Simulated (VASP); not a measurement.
# TmI4 (Fm-3m) in VASP: further runs

The runs below take TmI4 through single point, with PBE.

Everything below comes from runs of VASP 6.6.1. Logs are shortened: lines on timing, memory, paths and dates and some standing lists are left out, and cuts for length are marked.

## (1) The cell of the first run

The structure is cubic, space group Fm-3m (No. 225). Conventional cell: a = 14.338 Å, b = 14.338 Å, c = 14.338 Å, α = 90.00°, β = 90.00°, γ = 90.00°. Within 3.7 Å of Tm (site symmetry -43m) lie 4 I at 2.81 Å. I (site symmetry 3m) has 1 Tm at 2.81 Å within 3.7 Å.

The cell was generated, and may not be a known phase.

## (2) Single point, PBE

File INCAR:

```
PREC     = Accurate       # precision mode
ENCUT    = 500            # plane-wave cutoff, eV
EDIFF    = 1E-6           # SCF threshold, eV
ISMEAR   = 0              # smearing method
SIGMA    = 0.1            # smearing width, eV
LREAL    = F              # projectors in reciprocal space
LASPH    = T              # aspherical terms in the spheres
NELM     = 200            # most SCF steps
ALGO     = Normal         # electronic algorithm
ISIF     = 2              # what is computed and relaxed
LWAVE    = F              # write WAVECAR
LCHARG   = F              # write CHGCAR
GGA      = PE             # functional
NBANDS   = 48             # bands
GGA_COMPAT= F            
LMAXMIX  = 6              # l up to which the mixer works
```

File KPOINTS:

```
regular mesh
0
Gamma
  2 2 2
```

File POSCAR:

```
TmI4
1.0
    0.0000000000      7.1692136490      7.1692136490
    7.1692136490      0.0000000000      7.1692136490
    7.1692136490      7.1692136490      0.0000000000
Tm I
2 8
Direct
    0.2500000000      0.2500000000      0.2500000000
    0.7500000000      0.7500000000      0.7500000000
    0.6366566725      0.6366566725      0.6366566725
    0.6366566725      0.6366566725      0.0900299826
    0.6366566725      0.0900299826      0.6366566725
    0.0900299826      0.6366566725      0.6366566725
    0.3633433275      0.3633433275      0.9099700174
    0.3633433275      0.3633433275      0.3633433275
    0.3633433275      0.9099700174      0.3633433275
    0.9099700174      0.3633433275      0.3633433275
```

Potentials or basis: VASP PAW PBE potentials, release 64 (Tm_3, I), 4f in core.

Started as:

```sh
cat potpaw_PBE.64/Tm_3/POTCAR potpaw_PBE.64/I/POTCAR > POTCAR
mpirun -np 1 vasp_std > vasp.out
```

OUTCAR:

```text
PREC = Accurate
   ENCUT = 500
   EDIFF = 1E-6
   ISMEAR = 0
   LREAL = F
   LASPH = T
   NELM = 200
   ISIF = 2
   GGA = PE

 ion  position               nearest neighbor table
   1  0.250  0.250  0.250-   8 2.81   7 2.81   9 2.81  10 2.81
   2  0.750  0.750  0.750-   3 2.81   4 2.81   5 2.81   6 2.81
   3  0.637  0.637  0.637-   2 2.81
   4  0.637  0.637  0.090-   2 2.81
   5  0.637  0.090  0.637-   2 2.81
   6  0.090  0.637  0.637-   2 2.81
   7  0.363  0.363  0.910-   1 2.81
   8  0.363  0.363  0.363-   1 2.81
   9  0.363  0.910  0.363-   1 2.81
  10  0.910  0.363  0.363-   1 2.81

  LATTYP: Found a face centered cubic cell.
 ALAT       =    14.3384272980

  Lattice vectors:

 A1 = (   0.0000000000,   7.1692136490,   7.1692136490)
 A2 = (   7.1692136490,   0.0000000000,   7.1692136490)
 A3 = (   7.1692136490,   7.1692136490,   0.0000000000)

Analysis of symmetry for initial positions (statically):
=====================================================================
 Subroutine PRICEL returns:
 Original cell was already a primitive cell.

 Routine SETGRP: Setting up the symmetry group for a
 face centered cubic supercell.

 Subroutine GETGRP returns: Found 48 space group operations
 (whereof 48 operations were pure point group operations)
 out of a pool of 48 trial point group operations.

The static configuration has the point symmetry O_h .

Analysis of symmetry for dynamics (positions and initial velocities):
=====================================================================
 Subroutine PRICEL returns:
 Original cell was already a primitive cell.

 Routine SETGRP: Setting up the symmetry group for a
 face centered cubic supercell.

 Subroutine GETGRP returns: Found 48 space group operations
 (whereof 48 operations were pure point group operations)
 out of a pool of 48 trial point group operations.

The dynamic configuration has the point symmetry O_h .

 Subroutine INISYM returns: Found 48 space group operations
 (whereof 48 operations are pure point group operations),
 and found     1 'primitive' translations

----------------------------------------------------------------------------------------

                                     Primitive cell

  volume of cell :     736.9611

  direct lattice vectors                    reciprocal lattice vectors
     0.000000000  7.169213649  7.169213649    -0.069742656  0.069742656  0.069742656
     7.169213649  0.000000000  7.169213649     0.069742656 -0.069742656  0.069742656
     7.169213649  7.169213649  0.000000000     0.069742656  0.069742656 -0.069742656

  length of vectors
    10.138799174 10.138799174 10.138799174     0.120797823  0.120797823  0.120797823

  position of ions in fractional coordinates (direct lattice)
     0.250000000  0.250000000  0.250000000
     0.750000000  0.750000000  0.750000000
     0.636656673  0.636656673  0.636656673
     0.636656673  0.636656673  0.090029983
     0.636656673  0.090029983  0.636656673
     0.090029983  0.636656673  0.636656673
     0.363343327  0.363343327  0.909970017
     0.363343327  0.363343327  0.363343327
     0.363343327  0.909970017  0.363343327
     0.909970017  0.363343327  0.363343327

  ion indices of the primitive-cell ions
   primitive index   ion index
                 1           1
                 2           2
                 3           3
                 4           4
                 5           5
                 6           6
                 7           7
                 8           8
                 9           9
                10          10

----------------------------------------------------------------------------------------

 KPOINTS: regular mesh

Automatic generation of k-mesh.
 Grid dimensions read from file:
 generate k-points for:    2    2    2

 Generating k-lattice:

  Cartesian coordinates                     Fractional coordinates (reciprocal lattice)
    -0.034871328  0.034871328  0.034871328     0.500000000  0.000000000  0.000000000
     0.034871328 -0.034871328  0.034871328     0.000000000  0.500000000  0.000000000
     0.034871328  0.034871328 -0.034871328     0.000000000  0.000000000  0.500000000

  Length of vectors
     0.060398912  0.060398912  0.060398912

  Shift w.r.t. Gamma in fractional coordinates (k-lattice)
     0.000000000  0.000000000  0.000000000

 Subroutine IBZKPT returns following result:
 ===========================================

 Found      3 irreducible k-points:

 Following reciprocal coordinates:
            Coordinates               Weight
  0.000000  0.000000  0.000000      1.000000
  0.500000  0.000000  0.000000      4.000000
  0.500000  0.500000  0.000000      3.000000
   k-points           NKPTS =      3   k-points in BZ     NKDIM =      3   number of bands    NBANDS=     48
   number of dos      NEDOS =    301   number of ions     NIONS =     10
   total plane-waves  NPLWV = 512000
   dimension x,y,z NGX =    80 NGY =   80 NGZ =   80
   dimension x,y,z NGXF=   160 NGYF=  160 NGZF=  160
   ions per type =               2   8
   NGX,Y,Z   is equivalent  to a cutoff of  13.12, 13.12, 13.12 a.u.
   NGXF,Y,Z  is equivalent  to a cutoff of  26.24, 26.24, 26.24 a.u.
 SYSTEM =  unknown system
   PREC   = accura    normal or accurate (medium, high low for compatibility)
   ISTART =      0    job   : 0-new  1-cont  2-samecut
   ICHARG =      2    charge: 1-file 2-atom 10-const
   ISPIN  =      1    spin polarized calculation?
   LNONCOLLINEAR =      F non collinear calculations
   LSORBIT =      F    spin-orbit coupling
   LASPH  =      T    aspherical Exc in radial PAW
   ENCUT  =  500.0 eV  36.75 Ry    6.06 a.u.  18.49 18.49 18.49*2*pi/ulx,y,z
   NELM   =    200;   NELMIN=  2; NELMDL= -5     # of ELM steps
   EDIFF  = 0.1E-05   stopping-criterion for ELM
   LREAL  =      F    real-space projection
   EDIFFG = 0.1E-04   stopping-criterion for IOM
   NSW    =      0    number of steps for IOM
   IBRION =     -1    ionic relax: 0-MD 1-quasi-New 2-CG
   NFREE  =      0    steps in history (QN), initial steepest desc. (CG)
   ISIF   =      2    stress and relaxation
   ISYM   =      2    0-nonsym 1-usesym 2-fastsym
   POTIM  = 0.5000    time-step for ionic-motion
   TEBEG  =    0.0;   TEEND  =   0.0 temperature during run
   PSTRESS=    0.0 pullay stress
   NELECT =      74.0000    total number of electrons
   NUPDOWN=      -1.0000    fix difference up-down
   EMIN   =  10.00;   EMAX   =-10.00  energy-range for DOS
   EFERMI =   0.00;   METHOD = LEGACY
   ISMEAR =     0;   SIGMA  =   0.10  broadening in eV -4-tet -1-fermi 0-gaus
   EFERMI_NEDOS =   21; number of points for ismear=-14 and -15
   IALGO  =     38    algorithm
   IMIX   =      4    mixing-type and parameters
     AMIX     =   0.40;   BMIX     =  1.00
     AMIX_MAG =   1.60;   BMIX_MAG =  1.00
  volume/ion in A,a.u.               =      73.70       497.33
  Fermi-wavevector in a.u.,A,eV,Ry     =   0.760917  1.437924  7.877698  0.578994
  Thomas-Fermi vector in A             =   1.860041
   LORBIT       =      0    0 simple, 1 ext, 2 COOP (PROOUT), +10 PAW based schemes
   GGA     = PE    functional components
   LHFCALC =     F    Hartree Fock is set to
   AEXX    =    0.0000 exact exchange contribution
   IVDW    =     0    specifies the selected vdW correction
   LEPSILON=     F    determine dielectric tensor
   LRPA    =     F    only Hartree local field effects (RPA)
 non-spin polarized calculation
 Gauss-broadening in eV      SIGMA  =   0.10
  energy-cutoff  :      500.00
  volume of cell :      736.96
 maximum number of plane-waves:     18763
 NGX is ok and might be reduce to    80
   NGX = 37   NGY = 37   NGZ = 37

 number of electron      74.0000004 magnetization

 Free energy of the ion-electron system (eV)
  ---------------------------------------------------
  ext. energy  EPLUGINS =         0.00000000
  ---------------------------------------------------
  free energy    TOTEN  =       -29.30503024 eV

  energy without entropy =      -29.21795918  energy(sigma->0) =      -29.26149471

 E-fermi :  -1.8519     XC(G=0):  -5.4697

 val. band max:       -1.8523294618   @ k =   0.5000   0.0000   0.0000
 cond. band min:      -1.8439933711   @ k =   0.0000   0.0000   0.0000
 fundamental gap:      0.0083360907
 Fermi energy:        -1.8518797300

 k-point     1 :       0.0000    0.0000    0.0000
  band No.  band energies     occupation
      1     -26.3635      2.00000
      2     -26.3635      2.00000
      3     -26.3635      2.00000
      4     -26.3635      2.00000
      5     -26.3635      2.00000
      6     -26.3635      2.00000
[... 40 lines left out ...]
     47       2.8216      0.00000
     48       2.8216      0.00000

 k-point     2 :       0.5000    0.0000    0.0000
  band No.  band energies     occupation
      1     -26.3635      2.00000
      2     -26.3635      2.00000
      3     -26.3635      2.00000
      4     -26.3635      2.00000
      5     -26.3635      2.00000
      6     -26.3635      2.00000
[... 40 lines left out ...]
     47       2.8252      0.00000
     48       2.8252      0.00000

 k-point     3 :       0.5000    0.5000    0.0000
  band No.  band energies     occupation
      1     -26.3635      2.00000
      2     -26.3635      2.00000
      3     -26.3635      2.00000
      4     -26.3635      2.00000
      5     -26.3635      2.00000
      6     -26.3635      2.00000
[... 40 lines left out ...]
     47       2.9764      0.00000
     48       3.1037      0.00000

------------------------ aborting loop because EDIFF is reached ----------------------------------------

  FORCE on cell =-STRESS in cart. coord.  units (eV):
  Direction    XX          YY          ZZ          XY          YZ          ZX
  --------------------------------------------------------------------------------------
  -------------------------------------------------------------------------------------
  Total        2.5141257      2.5141257      2.5141257     -0.0000000      0.0000000     -0.0000000
  in kB        5.4657908      5.4657908      5.4657908     -0.0000000      0.0000000     -0.0000000
  external PRESSURE =       5.4657908 kB  Pullay stress =       0.0000000 kB

 VOLUME and BASIS-vectors are now :
 -----------------------------------------------------------------------------
  energy-cutoff  :      500.00
  volume of cell :      736.96
      direct lattice vectors                 reciprocal lattice vectors
     0.000000000  7.169213649  7.169213649    -0.069742656  0.069742656  0.069742656
     7.169213649  0.000000000  7.169213649     0.069742656 -0.069742656  0.069742656
     7.169213649  7.169213649  0.000000000     0.069742656  0.069742656 -0.069742656

 POSITION                                       TOTAL-FORCE (eV/Angst)
 -----------------------------------------------------------------------------------
      3.58461      3.58461      3.58461         0.000000      0.000000      0.000000
     10.75382     10.75382     10.75382        -0.000000      0.000000     -0.000000
      9.12866      9.12866      9.12866        -0.073519     -0.073519     -0.073519
      5.20977      5.20977      9.12866         0.073519      0.073519     -0.073519
      5.20977      9.12866      5.20977         0.073519     -0.073519      0.073519
      9.12866      5.20977      5.20977        -0.073519      0.073519      0.073519
      9.12866      9.12866      5.20977        -0.073519     -0.073519      0.073519
      5.20977      5.20977      5.20977         0.073519      0.073519      0.073519
      9.12866      5.20977      9.12866        -0.073519      0.073519     -0.073519
      5.20977      9.12866      9.12866         0.073519     -0.073519     -0.073519
 -----------------------------------------------------------------------------------
    total drift:                               -0.000000     -0.000000      0.000000

  FREE ENERGIE OF THE ION-ELECTRON SYSTEM (eV)
  ---------------------------------------------------
  free  energy   TOTEN  =       -29.3050302360 eV

  energy  without entropy=      -29.2179591788  energy(sigma->0) =      -29.26149471
```

Wall time 5.1 min (1 thread of Intel Xeon Platinum 8488C (Sapphire Rapids), shared host); peak memory 0.94 GiB.

Results:

* Free energy: -29.3050 eV
* Pressure: 0.5 GPa
* Largest force: 0.127 eV/Å
* Band gap on the k mesh: zero (bands 37 and 38 overlap by 0.01 eV)

Forces in eV/Å, atoms in the order of the input:
```
Tm   0.000  0.000  0.000
Tm   0.000  0.000  0.000
I   -0.074 -0.074 -0.074
I    0.074  0.074 -0.074
I    0.074 -0.074  0.074
I   -0.074  0.074  0.074
I   -0.074 -0.074  0.074
I    0.074  0.074  0.074
I   -0.074  0.074 -0.074
I    0.074 -0.074 -0.074
```

Caveat: the k points lie up to 0.38 Å⁻¹ apart; spin-orbit coupling is left out, which moves the levels of the heavy elements; the 4f electrons are frozen in the core, so they carry no moment and show no levels; the run has no spin polarisation, though such a crystal can be magnetic.

## (3) Single point, PBE

File INCAR:

```
SYSTEM = TmI4
  PREC = Accurate
  ENCUT = 500
  EDIFF = 1E-6
  ISMEAR = 0
  SIGMA = 0.2
  LREAL = .False.
  LASPH = .True.
  NELM = 200
  ALGO = Normal
  ISIF = 2
  LWAVE = .False.
  LCHARG = .False.
  GGA = PE
  NBANDS = 48
  GGA_COMPAT = .False.
  LMAXMIX = 6
```

File KPOINTS:

```
regular mesh
0
Gamma
  3 3 3
  0 0 0
```

POSCAR is that of step 2.

Potentials or basis: VASP PAW PBE potentials, release 64 (Tm_3, I), 4f in core.

Started as:

```sh
cat potpaw_PBE.64/Tm_3/POTCAR potpaw_PBE.64/I/POTCAR > POTCAR
mpirun -np 1 vasp_std > vasp.out
```

OUTCAR:

```text
SYSTEM = TmI4
   PREC = Accurate
   ENCUT = 500
   EDIFF = 1E-6
   ISMEAR = 0
   LREAL = .False.
   LASPH = .True.
   NELM = 200
   ISIF = 2
   GGA = PE

 ion  position               nearest neighbor table
   1  0.250  0.250  0.250-   8 2.81   7 2.81   9 2.81  10 2.81
   2  0.750  0.750  0.750-   3 2.81   4 2.81   5 2.81   6 2.81
   3  0.637  0.637  0.637-   2 2.81
   4  0.637  0.637  0.090-   2 2.81
   5  0.637  0.090  0.637-   2 2.81
   6  0.090  0.637  0.637-   2 2.81
   7  0.363  0.363  0.910-   1 2.81
   8  0.363  0.363  0.363-   1 2.81
   9  0.363  0.910  0.363-   1 2.81
  10  0.910  0.363  0.363-   1 2.81

  LATTYP: Found a face centered cubic cell.
 ALAT       =    14.3384272980

  Lattice vectors:

 A1 = (   0.0000000000,   7.1692136490,   7.1692136490)
 A2 = (   7.1692136490,   0.0000000000,   7.1692136490)
 A3 = (   7.1692136490,   7.1692136490,   0.0000000000)

Analysis of symmetry for initial positions (statically):
=====================================================================
[... 178 lines left out ...]
      2     -26.3658      2.00000
      3     -26.3658      2.00000
      4     -26.3658      2.00000
      5     -26.3658      2.00000
      6     -26.3658      2.00000
[... 193 lines left out ...]
     47       2.9374      0.00000
     48       3.0376      0.00000

------------------------ aborting loop because EDIFF is reached ----------------------------------------

  FORCE on cell =-STRESS in cart. coord.  units (eV):
  Direction    XX          YY          ZZ          XY          YZ          ZX
  --------------------------------------------------------------------------------------
  -------------------------------------------------------------------------------------
  Total        2.5580281      2.5580281      2.5580281      0.0000000      0.0000000     -0.0000000
  in kB        5.5612360      5.5612360      5.5612360      0.0000000      0.0000000     -0.0000000
  external PRESSURE =       5.5612360 kB  Pullay stress =       0.0000000 kB

 VOLUME and BASIS-vectors are now :
 -----------------------------------------------------------------------------
  energy-cutoff  :      500.00
  volume of cell :      736.96
      direct lattice vectors                 reciprocal lattice vectors
     0.000000000  7.169213649  7.169213649    -0.069742656  0.069742656  0.069742656
     7.169213649  0.000000000  7.169213649     0.069742656 -0.069742656  0.069742656
     7.169213649  7.169213649  0.000000000     0.069742656  0.069742656 -0.069742656

 POSITION                                       TOTAL-FORCE (eV/Angst)
 -----------------------------------------------------------------------------------
      3.58461      3.58461      3.58461         0.000000     -0.000000     -0.000000
     10.75382     10.75382     10.75382         0.000000     -0.000000     -0.000000
      9.12866      9.12866      9.12866        -0.075375     -0.075375     -0.075375
      5.20977      5.20977      9.12866         0.075375      0.075375     -0.075375
      5.20977      9.12866      5.20977         0.075375     -0.075375      0.075375
      9.12866      5.20977      5.20977        -0.075375      0.075375      0.075375
      9.12866      9.12866      5.20977        -0.075375     -0.075375      0.075375
      5.20977      5.20977      5.20977         0.075375      0.075375      0.075375
      9.12866      5.20977      9.12866        -0.075375      0.075375     -0.075375
      5.20977      9.12866      9.12866         0.075375     -0.075375     -0.075375
 -----------------------------------------------------------------------------------
    total drift:                               -0.000000     -0.000000      0.000000

  FREE ENERGIE OF THE ION-ELECTRON SYSTEM (eV)
  ---------------------------------------------------
  free  energy   TOTEN  =       -29.4115465450 eV

  energy  without entropy=      -29.1781650352  energy(sigma->0) =      -29.29485579
```

It took 4.3 min on 1 thread of AMD EPYC 9R45 (Zen 5), shared host; peak memory 0.94 GiB.

What came out:

```
Free energy            : -29.4115 eV
Pressure               : 0.6 GPa
Largest force          : 0.131 eV/Å
Band gap on the k mesh : zero (bands 37 and 38 overlap by 0.01 eV)
```

Forces on the atoms (eV/Å):
```
Tm   0.000  0.000  0.000
Tm   0.000  0.000  0.000
I   -0.075 -0.075 -0.075
I    0.075  0.075 -0.075
I    0.075 -0.075  0.075
I   -0.075  0.075  0.075
I   -0.075 -0.075  0.075
I    0.075  0.075  0.075
I   -0.075  0.075 -0.075
I    0.075 -0.075 -0.075
```

Levels at points of the mesh, in eV from the Fermi level:
| k point | band 35 | band 36 | band 37 | band 38 | band 39 | band 40 |
| --- | --- | --- | --- | --- | --- | --- |
| (0.00, 0.00, 0.00) | -0.54 | -0.02 | -0.02 | -0.02 | 3.75 | 3.75 |

Caveat: spin-orbit coupling is left out, which moves the levels of the heavy elements; the 4f electrons are frozen in the core, so they carry no moment and show no levels; the run has no spin polarisation, though such a crystal can be magnetic. Spin polarisation is off, so any magnetic state and its effect on volume and gap are missing.

The gap in the log of VASP goes by the Fermi energy; the results here count the filled bands.